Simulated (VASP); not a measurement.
# Rb in VASP: notebook

The runs below take Rb through single point, with PBE+D3(BJ).

All numbers are computed with VASP 6.6.1; they aren't measurements. Logs are shortened: lines on timing, memory, paths and dates and some standing lists are left out, and cuts for length are marked.

## (1) The cell of the first run

The typed cell holds 2 atoms: a = 4.959 Å, b = 4.959 Å, c = 6.989 Å, α = 90.00°, β = 90.00°, γ = 90.00°.

This isn't the form of Rb at room conditions, which is bcc.

## (2) Single point, PBE+D3(BJ)

File INCAR:

```
ALGO = Fast
EDIFF = 1E-7
ENCUT = 520
GGA = PE
ISIF = 2
ISMEAR = 0
IVDW = 12
LASPH = True
LCHARG = False
LREAL = False
LWAVE = False
NBANDS = 16
NELM = 60
PREC = Accurate
SIGMA = 0.15
```

File KPOINTS:

```
k-points
0
Gamma
  8 8 6
```

File POSCAR:

```
Rb
1.0
   -0.0000086278     -3.5065241775     -3.5065356555
    0.0000016634      3.5068688528     -3.5068803308
    6.9891529320      0.0000102912      0.0000069645
Rb
2
Direct
    0.5005875199      0.5000081415      0.4998595820
   -0.0005875199     -0.0000081415      0.0001404180
```

Potentials or basis: VASP PAW PBE potentials, release 64 (Rb_sv).

The run is started by

```
> cat potpaw_PBE.64/Rb_sv/POTCAR > POTCAR
> mpirun -np 1 vasp_std > vasp.out
```

OUTCAR:

```text
EDIFF = 1E-7
   ENCUT = 520
   GGA = PE
   ISIF = 2
   ISMEAR = 0
   IVDW = 12
   LASPH = True
   LREAL = False
   NELM = 60
   PREC = Accurate
 IVDW          = 12

 ion  position               nearest neighbor table
   1  0.501  0.500  0.500-   2 4.95   2 4.95   2 4.95   2 4.95   2 4.95   2 4.95   2 4.95   2 4.96

   2  0.999  1.000  0.000-   1 4.95   1 4.95   1 4.95   1 4.95   1 4.95   1 4.95   1 4.95   1 4.96

  LATTYP: Found a simple orthorhombic cell.
 ALAT       =     4.9589821648
 B/A-ratio  =     1.0000982953
 C/A-ratio  =     1.4093926334

  Lattice vectors:

 A1 = (  -0.0000086278,  -3.5065241775,  -3.5065356555)
 A2 = (   0.0000016634,   3.5068688528,  -3.5068803308)
 A3 = (   6.9891529320,   0.0000102912,   0.0000069645)

Analysis of symmetry for initial positions (statically):
=====================================================================
 Subroutine PRICEL returns:
 Original cell was already a primitive cell.

 Routine SETGRP: Setting up the symmetry group for a
 simple orthorhombic supercell.

 Subroutine GETGRP returns: Found  2 space group operations
 (whereof  1 operations were pure point group operations)
 out of a pool of  8 trial point group operations.

The static configuration has the point symmetry C_1 .
 The point group associated with its full space group is S_2 .

Analysis of symmetry for dynamics (positions and initial velocities):
=====================================================================
 Subroutine PRICEL returns:
 Original cell was already a primitive cell.

 Routine SETGRP: Setting up the symmetry group for a
 simple orthorhombic supercell.

 Subroutine GETGRP returns: Found  2 space group operations
 (whereof  1 operations were pure point group operations)
 out of a pool of  8 trial point group operations.

The dynamic configuration has the point symmetry C_1 .
 The point group associated with its full space group is S_2 .

 Subroutine INISYM returns: Found  2 space group operations
 (whereof  1 operations are pure point group operations),
 and found     1 'primitive' translations

----------------------------------------------------------------------------------------

                                     Primitive cell

  volume of cell :     171.8907

  direct lattice vectors                    reciprocal lattice vectors
    -0.000008628 -3.506524177 -3.506535656     0.000000352 -0.142591345 -0.142590879
     0.000001663  3.506868853 -3.506880331    -0.000000068  0.142577331 -0.142576864
     6.989152932  0.000010291  0.000006964     0.143078855 -0.000000210 -0.000000142

  length of vectors
     4.958982165  4.959469609  6.989152932     0.201654284  0.201634465  0.143078855

  position of ions in fractional coordinates (direct lattice)
     0.500587520  0.500008141  0.499859582
     0.999412480  0.999991859  0.000140418

  ion indices of the primitive-cell ions
   primitive index   ion index
                 1           1
                 2           2

----------------------------------------------------------------------------------------

 KPOINTS: k-points

Automatic generation of k-mesh.
 Grid dimensions read from file:
 generate k-points for:    8    8    6

 Generating k-lattice:

  Cartesian coordinates                     Fractional coordinates (reciprocal lattice)
     0.000000044 -0.017823918 -0.017823860     0.125000000  0.000000000 -0.000000000
    -0.000000008  0.017822166 -0.017822108     0.000000000  0.125000000  0.000000000
     0.023846476 -0.000000035 -0.000000024    -0.000000000 -0.000000000  0.166666667

  Length of vectors
     0.025206786  0.025204308  0.023846476

  Shift w.r.t. Gamma in fractional coordinates (k-lattice)
     0.000000000  0.000000000  0.000000000

 Subroutine IBZKPT returns following result:
 ===========================================

 Found    196 irreducible k-points:

 Following reciprocal coordinates:
            Coordinates               Weight
  0.000000  0.000000  0.000000      1.000000
  0.125000  0.000000  0.000000      2.000000
  0.250000  0.000000  0.000000      2.000000
  0.375000  0.000000  0.000000      2.000000
  0.500000  0.000000  0.000000      1.000000
  0.000000  0.125000 -0.000000      2.000000
[... 16 lines left out ...]
  0.125000  0.375000 -0.000000      2.000000
  0.125000 -0.375000  0.000000      2.000000
 [... further k-points ...]
   k-points           NKPTS =    196   k-points in BZ     NKDIM =    196   number of bands    NBANDS=     16
   number of dos      NEDOS =    301   number of ions     NIONS =      2
   total plane-waves  NPLWV =  86400
   dimension x,y,z NGX =    40 NGY =   40 NGZ =   54
   dimension x,y,z NGXF=    80 NGYF=   80 NGZF=  108
   ions per type =               2
   NGX,Y,Z   is equivalent  to a cutoff of  13.41, 13.41, 12.84 a.u.
   NGXF,Y,Z  is equivalent  to a cutoff of  26.82, 26.82, 25.69 a.u.
 SYSTEM =  unknown system
   PREC   = accura    normal or accurate (medium, high low for compatibility)
   ISTART =      0    job   : 0-new  1-cont  2-samecut
   ICHARG =      2    charge: 1-file 2-atom 10-const
   ISPIN  =      1    spin polarized calculation?
   LNONCOLLINEAR =      F non collinear calculations
   LSORBIT =      F    spin-orbit coupling
   LASPH  =      T    aspherical Exc in radial PAW
   ENCUT  =  520.0 eV  38.22 Ry    6.18 a.u.   9.22  9.22 13.00*2*pi/ulx,y,z
   NELM   =     60;   NELMIN=  2; NELMDL= -5     # of ELM steps
   EDIFF  = 0.1E-06   stopping-criterion for ELM
   LREAL  =      F    real-space projection
   EDIFFG = 0.1E-05   stopping-criterion for IOM
   NSW    =      0    number of steps for IOM
   IBRION =     -1    ionic relax: 0-MD 1-quasi-New 2-CG
   NFREE  =      0    steps in history (QN), initial steepest desc. (CG)
   ISIF   =      2    stress and relaxation
   ISYM   =      2    0-nonsym 1-usesym 2-fastsym
   POTIM  = 0.5000    time-step for ionic-motion
   TEBEG  =    0.0;   TEEND  =   0.0 temperature during run
   PSTRESS=    0.0 pullay stress
   NELECT =      18.0000    total number of electrons
   NUPDOWN=      -1.0000    fix difference up-down
   EMIN   =  10.00;   EMAX   =-10.00  energy-range for DOS
   EFERMI =   0.00;   METHOD = LEGACY
   ISMEAR =     0;   SIGMA  =   0.15  broadening in eV -4-tet -1-fermi 0-gaus
   EFERMI_NEDOS =   21; number of points for ismear=-14 and -15
   IALGO  =     68    algorithm
   IMIX   =      4    mixing-type and parameters
     AMIX     =   0.40;   BMIX     =  1.00
     AMIX_MAG =   1.60;   BMIX_MAG =  1.00
  volume/ion in A,a.u.               =      85.95       579.99
  Fermi-wavevector in a.u.,A,eV,Ry     =   0.771640  1.458189  8.101300  0.595429
  Thomas-Fermi vector in A             =   1.873102
   LORBIT       =      0    0 simple, 1 ext, 2 COOP (PROOUT), +10 PAW based schemes
   GGA     = PE    functional components
   LHFCALC =     F    Hartree Fock is set to
   AEXX    =    0.0000 exact exchange contribution
   IVDW    =    12    specifies the selected vdW correction
   LEPSILON=     F    determine dielectric tensor
   LRPA    =     F    only Hartree local field effects (RPA)
 non-spin polarized calculation
 RMM-DIIS sequential band-by-band and
 Gauss-broadening in eV      SIGMA  =   0.15
  energy-cutoff  :      520.00
  volume of cell :      171.89
 maximum number of plane-waves:      4664
 NGX is ok and might be reduce to    40
   NGX = 19   NGY = 19   NGZ = 25

 number of electron      18.0000000 magnetization

 Free energy of the ion-electron system (eV)
  ---------------------------------------------------
  ext. energy  EPLUGINS =         0.00000000
  ---------------------------------------------------
  free energy    TOTEN  =        -1.87659783 eV

  energy without entropy =       -1.85616265  energy(sigma->0) =       -1.86638024

 E-fermi :   0.1331     XC(G=0):  -5.6050

 val. band max:        0.1072144760   @ k =   0.5000   0.0000   0.3333
 cond. band min:       0.1492197278   @ k =   0.1250   0.2500   0.3333
 fundamental gap:      0.0420052518
 Fermi energy:         0.1331009798

 k-point     1 :       0.0000    0.0000    0.0000
  band No.  band energies     occupation
      1     -28.7255      2.00000
      2     -28.7188      2.00000
      3     -12.8712      2.00000
      4     -12.8051      2.00000
      5     -12.8051      2.00000
      6     -12.7629      2.00000
[... 8 lines left out ...]
     15       3.7947      0.00000
     16       4.8049      0.00000

 k-point     2 :       0.1250    0.0000    0.0000
  band No.  band energies     occupation
      1     -28.7250      2.00000
      2     -28.7188      2.00000
      3     -12.8663      2.00000
      4     -12.8124      2.00000
      5     -12.8027      2.00000
      6     -12.7736      2.00000
[... 8 lines left out ...]
     15       3.8569      0.00000
     16       4.1921      0.00000

 k-point     3 :       0.2500    0.0000    0.0000
  band No.  band energies     occupation
      1     -28.7237      2.00000
      2     -28.7189      2.00000
      3     -12.8524      2.00000
      4     -12.8293      2.00000
      5     -12.8000      2.00000
      6     -12.7964      2.00000
[... 8 lines left out ...]
     15       4.0188      0.00000
     16       4.1386      0.00000

 k-point     4 :       0.3750    0.0000    0.0000
  band No.  band energies     occupation
      1     -28.7220      2.00000
      2     -28.7194      2.00000
      3     -12.8440      2.00000
      4     -12.8328      2.00000
      5     -12.8283      2.00000
      6     -12.7912      2.00000
[... 8 lines left out ...]
     15       4.0286      0.00000
     16       4.1547      0.00000

 k-point     5 :       0.5000    0.0000    0.0000
  band No.  band energies     occupation
      1     -28.7205      2.00000
      2     -28.7205      2.00000
      3     -12.8450      2.00000
      4     -12.8450      2.00000
      5     -12.8115      2.00000
      6     -12.8107      2.00000
[... 8 lines left out ...]
     15       3.9894      0.00000
     16       3.9931      0.00000

 k-point     6 :       0.0000    0.1250   -0.0000
  band No.  band energies     occupation
      1     -28.7250      2.00000
      2     -28.7188      2.00000
      3     -12.8663      2.00000
      4     -12.8124      2.00000
      5     -12.8027      2.00000
      6     -12.7736      2.00000
[... 8 lines left out ...]
     15       3.8577      0.00000
     16       4.1939      0.00000

 k-point     7 :       0.1250    0.1250   -0.0000
  band No.  band energies     occupation
      1     -28.7245      2.00000
      2     -28.7188      2.00000
      3     -12.8616      2.00000
      4     -12.8148      2.00000
      5     -12.8055      2.00000
      6     -12.7796      2.00000
[... 8 lines left out ...]
     15       3.8499      0.00000
     16       3.8584      0.00000

 k-point     8 :       0.1250   -0.1250    0.0000
  band No.  band energies     occupation
      1     -28.7245      2.00000
      2     -28.7188      2.00000
      3     -12.8616      2.00000
      4     -12.8148      2.00000
      5     -12.8055      2.00000
      6     -12.7796      2.00000
[... 8 lines left out ...]
     15       3.8498      0.00000
     16       3.8584      0.00000

 k-point     9 :       0.2500    0.1250   -0.0000
  band No.  band energies     occupation
      1     -28.7233      2.00000
      2     -28.7189      2.00000
      3     -12.8487      2.00000
      4     -12.8302      2.00000
      5     -12.8037      2.00000
      6     -12.8011      2.00000
[... 8 lines left out ...]
     15       3.6353      0.00000
     16       4.0416      0.00000
[... 172 lines left out ...]
 k-point    19 :       0.3750    0.2500   -0.0000
  band No.  band energies     occupation
      1     -28.7208      2.00000
      2     -28.7190      2.00000
      3     -12.8510      2.00000
      4     -12.8407      2.00000
      5     -12.8236      2.00000
      6     -12.8020      2.00000
[... 8 lines left out ...]
     15       3.1862      0.00000
     16       4.2142      0.00000

 k-point    20 :       0.3750   -0.2500    0.0000
  band No.  band energies     occupation
      1     -28.7208      2.00000
      2     -28.7190      2.00000
      3     -12.8510      2.00000
      4     -12.8407      2.00000
      5     -12.8236      2.00000
      6     -12.8020      2.00000
[... 8 lines left out ...]
     15       3.1862      0.00000
     16       4.1849      0.00000

 k-point    21 :       0.5000    0.2500   -0.0000
  band No.  band energies     occupation
      1     -28.7197      2.00000
      2     -28.7197      2.00000
      3     -12.8538      2.00000
      4     -12.8537      2.00000
      5     -12.8083      2.00000
      6     -12.8077      2.00000
[... 8 lines left out ...]
     15       3.8611      0.00000
     16       3.8622      0.00000

 k-point    22 :      -0.0000    0.3750    0.0000
  band No.  band energies     occupation
      1     -28.7220      2.00000
      2     -28.7194      2.00000
      3     -12.8440      2.00000
      4     -12.8328      2.00000
      5     -12.8283      2.00000
      6     -12.7912      2.00000
[... 8 lines left out ...]
     15       4.0296      0.00000
     16       4.1529      0.00000

 k-point    23 :       0.1250    0.3750   -0.0000
  band No.  band energies     occupation
      1     -28.7217      2.00000
      2     -28.7193      2.00000
      3     -12.8451      2.00000
      4     -12.8309      2.00000
      5     -12.8303      2.00000
      6     -12.7930      2.00000
[... 8 lines left out ...]
     15       3.5315      0.00000
     16       4.0761      0.00000

 k-point    24 :       0.1250   -0.3750    0.0000
  band No.  band energies     occupation
      1     -28.7217      2.00000
      2     -28.7193      2.00000
      3     -12.8451      2.00000
      4     -12.8309      2.00000
      5     -12.8303      2.00000
      6     -12.7930      2.00000
[... 8 lines left out ...]
     15       3.5315      0.00000
     16       4.0769      0.00000

 [... further k-points ...]

------------------------ aborting loop because EDIFF is reached ----------------------------------------

 Edisp (eV)   -0.21426

 E8    (eV) :    -0.1225

  FORCE on cell =-STRESS in cart. coord.  units (eV):
  Direction    XX          YY          ZZ          XY          YZ          ZX
  --------------------------------------------------------------------------------------
  -------------------------------------------------------------------------------------
  Total      -0.01258     0.00313     0.00312    -0.00000     0.00020     0.00000
  in kB      -0.11727     0.02917     0.02913    -0.00003     0.00189     0.00002
  external pressure =       -0.02 kB  Pullay stress =        0.00 kB

 VOLUME and BASIS-vectors are now :
 -----------------------------------------------------------------------------
  energy-cutoff  :      520.00
  volume of cell :      171.89
      direct lattice vectors                 reciprocal lattice vectors
    -0.000008628 -3.506524177 -3.506535656     0.000000352 -0.142591345 -0.142590879
     0.000001663  3.506868853 -3.506880331    -0.000000068  0.142577331 -0.142576864
     6.989152932  0.000010291  0.000006964     0.143078855 -0.000000210 -0.000000142

 POSITION                                       TOTAL-FORCE (eV/Angst)
 -----------------------------------------------------------------------------------
      3.49359     -0.00185     -3.50879         0.000895      0.000809      0.000827
      0.00097      0.00238     -7.01133        -0.000895     -0.000809     -0.000827
 -----------------------------------------------------------------------------------
    total drift:                               -0.000000     -0.000000      0.000000

  FREE ENERGIE OF THE ION-ELECTRON SYSTEM (eV)
  ---------------------------------------------------
  free  energy   TOTEN  =        -2.0908549252 eV

  energy  without entropy=       -2.0704197408  energy(sigma->0) =       -2.08063733
```

Wall time 5.2 min (1 thread of AMD EPYC 9R45 (Zen 5), shared host); peak memory 0.55 GiB.

What came out:

```yaml
Free_energy: -2.0909 eV
Pressure: 0.0 GPa
Band_gap_on_the_k_mesh: zero (bands 9 and 10 overlap by 2.27 eV)
Dispersion_energy_per_atom: -0.107 eV
```

Levels at points of the mesh, in eV from the Fermi level:
| k point | band 5 | band 6 | band 7 | band 8 | band 9 | band 10 | band 11 | band 12 | band 13 | band 14 |
| --- | --- | --- | --- | --- | --- | --- | --- | --- | --- | --- |
| (0.00, 0.00, 0.00) | -12.94 | -12.90 | -12.90 | -12.90 | -2.04 | 0.62 | 1.51 | 1.81 | 3.65 | 3.65 |
| (0.50, 0.00, 0.00) | -12.94 | -12.94 | -12.91 | -12.91 | -0.29 | -0.29 | 1.91 | 1.92 | 2.23 | 2.23 |
| (0.00, 0.50, 0.00) | -12.94 | -12.94 | -12.91 | -12.91 | -0.29 | -0.29 | 1.91 | 1.91 | 2.23 | 2.23 |
| (0.50, 0.50, 0.00) | -12.94 | -12.94 | -12.94 | -12.94 | 0.61 | 0.61 | 1.49 | 1.49 | 1.82 | 1.82 |
| (0.00, 0.00, 0.50) | -12.92 | -12.92 | -12.92 | -12.92 | -1.11 | -1.10 | 2.46 | 2.46 | 3.15 | 3.15 |
| (0.50, 0.00, 0.50) | -12.91 | -12.91 | -12.91 | -12.91 | 0.14 | 0.14 | 0.70 | 0.70 | 3.42 | 3.42 |
| (0.00, 0.50, 0.50) | -12.91 | -12.91 | -12.91 | -12.91 | 0.14 | 0.14 | 0.70 | 0.70 | 3.43 | 3.43 |
| (0.50, 0.50, 0.50) | -12.97 | -12.97 | -12.94 | -12.94 | 1.16 | 1.16 | 1.59 | 1.59 | 1.59 | 1.59 |

[end of part 1 of 2]

The gap in the log of VASP goes by the Fermi energy; the results here count the filled bands.